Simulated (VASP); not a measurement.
# KTaO3 (Pm-3m) in VASP: further runs, part 2 of 2

VASP 6.6.1.

## 4. Single point, LDA

This run uses another cell than the first one, of 12.94 Å³/atom.

INCAR

```
PREC = Accurate
ENCUT = 520
EDIFF = 1E-7
ISMEAR = -1
SIGMA = 0.05
LREAL = False
LASPH = True
NELM = 100
ALGO = Normal
ISIF = 2
LWAVE = False
LCHARG = False
GGA = CA
NBANDS = 27
```

KPOINTS

```
regular mesh
0
Gamma
  7 7 7
```

POSCAR

```
KTaO3
1.0
    4.0147133525      0.0000000000      0.0000000000
    0.0000000000      4.0147133525      0.0000000000
    0.0000000000      0.0000000000      4.0147133525
Ta K O
1 1 3
Direct
    0.0000000000      0.0000000000      0.0000000000
    0.5000000000      0.5000000000      0.5000000000
    0.0000000000      0.0000000000      0.5000000000
    0.0000000000      0.5000000000      0.0000000000
    0.5000000000      0.0000000000      0.0000000000
```

Potentials or basis: VASP PAW LDA potentials, release 64 (Ta_pv, K_sv, O).

Started as:

```
cat potpaw_LDA.64/Ta_pv/POTCAR potpaw_LDA.64/K_sv/POTCAR potpaw_LDA.64/O/POTCAR > POTCAR
mpirun -np 1 vasp_std > vasp.out
```

OUTCAR:

```text
PREC = Accurate
   ENCUT = 520
   EDIFF = 1E-7
   ISMEAR = -1
   LREAL = False
   LASPH = True
   NELM = 100
   ISIF = 2
   GGA = CA

 ion  position               nearest neighbor table
   1  0.000  0.000  0.000-   3 2.01   4 2.01   5 2.01   3 2.01   4 2.01   5 2.01   2 3.48   2 3.48
                             2 3.48   2 3.48   2 3.48   2 3.48   2 3.48   2 3.48
   2  0.500  0.500  0.500-   3 2.84   4 2.84   5 2.84   4 2.84   5 2.84   3 2.84   5 2.84   5 2.84
                             3 2.84   4 2.84   4 2.84   3 2.84   1 3.48   1 3.48   1 3.48   1 3.48
   3  0.000  0.000  0.500-   1 2.01   1 2.01   2 2.84   2 2.84   2 2.84   2 2.84
   4  0.000  0.500  0.000-   1 2.01   1 2.01   2 2.84   2 2.84   2 2.84   2 2.84
   5  0.500  0.000  0.000-   1 2.01   1 2.01   2 2.84   2 2.84   2 2.84   2 2.84

  LATTYP: Found a simple cubic cell.
 ALAT       =     4.0147133525

  Lattice vectors:

 A1 = (   4.0147133525,   0.0000000000,   0.0000000000)
 A2 = (   0.0000000000,   4.0147133525,   0.0000000000)
 A3 = (   0.0000000000,   0.0000000000,   4.0147133525)

Analysis of symmetry for initial positions (statically):
=====================================================================
[... 176 lines left out ...]
 cond. band min:       3.3662761844   @ k =   0.0000   0.0000   0.0000
 fundamental gap:      2.0387118331
 Fermi energy:         2.3909097720

 k-point     1 :       0.0000    0.0000    0.0000
  band No.  band energies     occupation
      1     -32.6123      2.00000
      2     -32.6123      2.00000
      3     -32.6123      2.00000
      4     -25.5028      2.00000
      5     -15.7998      2.00000
      6     -15.0669      2.00000
[... 589 lines left out ...]
     26      11.9765      0.00000
     27      13.1710      0.00000

------------------------ aborting loop because EDIFF is reached ----------------------------------------

  FORCE on cell =-STRESS in cart. coord.  units (eV):
  Direction    XX          YY          ZZ          XY          YZ          ZX
  --------------------------------------------------------------------------------------
  -------------------------------------------------------------------------------------
  Total       -3.3043891     -3.3043891     -3.3043891      0.0000000      0.0000000     -0.0000000
  in kB      -81.8159805    -81.8159805    -81.8159805      0.0000000      0.0000000     -0.0000000
  external PRESSURE =     -81.8159805 kB  Pullay stress =       0.0000000 kB

 VOLUME and BASIS-vectors are now :
 -----------------------------------------------------------------------------
  energy-cutoff  :      520.00
  volume of cell :       64.71
      direct lattice vectors                 reciprocal lattice vectors
     4.014713353  0.000000000  0.000000000     0.249083786  0.000000000  0.000000000
     0.000000000  4.014713353  0.000000000     0.000000000  0.249083786  0.000000000
     0.000000000  0.000000000  4.014713353     0.000000000  0.000000000  0.249083786

 POSITION                                       TOTAL-FORCE (eV/Angst)
 -----------------------------------------------------------------------------------
      0.00000      0.00000      0.00000         0.000000      0.000000      0.000000
      2.00736      2.00736      2.00736         0.000000      0.000000      0.000000
      0.00000      0.00000      2.00736         0.000000      0.000000      0.000000
      0.00000      2.00736      0.00000         0.000000      0.000000      0.000000
      2.00736      0.00000      0.00000         0.000000      0.000000      0.000000
 -----------------------------------------------------------------------------------
    total drift:                                0.000000     -0.000000      0.000000

  FREE ENERGIE OF THE ION-ELECTRON SYSTEM (eV)
  ---------------------------------------------------
  free  energy   TOTEN  =       -44.9927936290 eV

  energy  without entropy=      -44.9927936287  energy(sigma->0) =      -44.99279363
```

stdout:

```text
POSCAR found type information on POSCAR TaK O
 POSCAR found :  3 types and       5 ions
 scaLAPACK will be used
 LDA part: xc-table for (Slater(with rela. corr.)+CA(PZ))
 , standard interpolation
 POSCAR, INCAR and KPOINTS ok, starting setup
 FFT: planning ... GRIDC
 FFT: planning ... GRID_SOFT
 FFT: planning ... GRID
 WAVECAR not read
 entering main loop
```

It took 50 s on 1 thread of Intel Xeon 8259CL, shared host; peak memory 0.17 GiB.

What came out:

| Item | Value |
| --- | --- |
| Free energy | -44.9928 eV |
| Pressure | -8.2 GPa |
| Band gap on the k mesh | 2.04 eV (least direct gap 2.61 eV) |

Levels at points of the mesh, in eV from the valence-band top:
```csv
k point,band 16,band 17,band 18,band 19,band 20,band 21,band 22,band 23
"(0.00, 0.00, 0.00)",-0.99,-0.58,-0.58,-0.58,2.04,2.04,2.04,6.28
```

Caveat: the cell stands under tension; spin-orbit coupling is left out, which moves the levels of the heavy elements; an odd mesh through Γ misses points on the zone boundary, where band edges can lie. Expect the measured gap to be larger: semilocal functionals such as LDA lack the derivative discontinuity.

## 5. The runs side by side

| level | potentials or basis | cell | gap on the mesh (eV) | pressure (GPa) |
| --- | --- | --- | --- | --- |
| BLYP | VASP PAW PBE potentials, release 64 (Ta_pv, K_sv, O) | a = 3.988 Å, 5 atoms | 2.28 | 11.6 |
| LDA | VASP PAW LDA potentials, release 64 (Ta_pv, K_sv, O) | a = 3.988 Å, 5 atoms | 2.08 | -4.4 |
| LDA | VASP PAW LDA potentials, release 64 (Ta_pv, K_sv, O) | a = 4.015 Å, 5 atoms | 2.04 | -8.2 |

Alike in all rows: task single point; no spin polarisation; k mesh 7 × 7 × 7; cutoff (eV) 520; smearing fermi-dirac 0.05 eV.

Caveats: spin-orbit coupling is left out, which moves the levels of the heavy elements; an odd mesh through Γ misses points on the zone boundary, where band edges can lie; the cell stands under tension (at least some runs); the cell stands under pressure (at least some runs); the PAW data sets were made with another functional, which shifts forces and pressure a little (at least some runs).

Total energies depend on the potentials used, so only differences within one code and one set of settings carry meaning.
